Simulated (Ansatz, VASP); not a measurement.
## Two plane-wave programs on BAs

```
B As
1.0
     0.00000    2.69900    1.90819
     2.69900    0.00000    1.90819
     2.69900    2.69900    0.00000
B As
1 1
Direct
  0.00000 0.00000 0.00000
  0.75000 0.75000 0.75000
```

Alike in both runs: task single point; functional PBE; k mesh 12 × 12 × 12; occupations gaussian, width 0.05 eV; no spin polarisation.

```csv
,VASP,Ansatz
version,VASP 6.6.1,Ansatz 0.2.0
potentials or method,"VASP PAW PBE potentials, release 64 (B, As), cutoff 520 eV","scalar-relativistic, plane waves, PAW"
valence electrons in the cell,8,18
```

Ansatz gave:

- gap on the k mesh at the Fermi level (eV): none
- pressure (GPa): -3.1
- traceless stress, the component that is largest in VASP (GPa): 20.88

Question: Estimate VASP's values.

Answer: gap on the k mesh at the Fermi level (eV): none; pressure (GPa): -2.7; traceless stress, the component that is largest in VASP (GPa): 20.71.

A gap of «none» marks a metal or a gap that the smearing closes. VASP's potentials hold 8 valence electrons a cell and Ansatz's 18, so a difference there can come from the potentials and not from the codes.
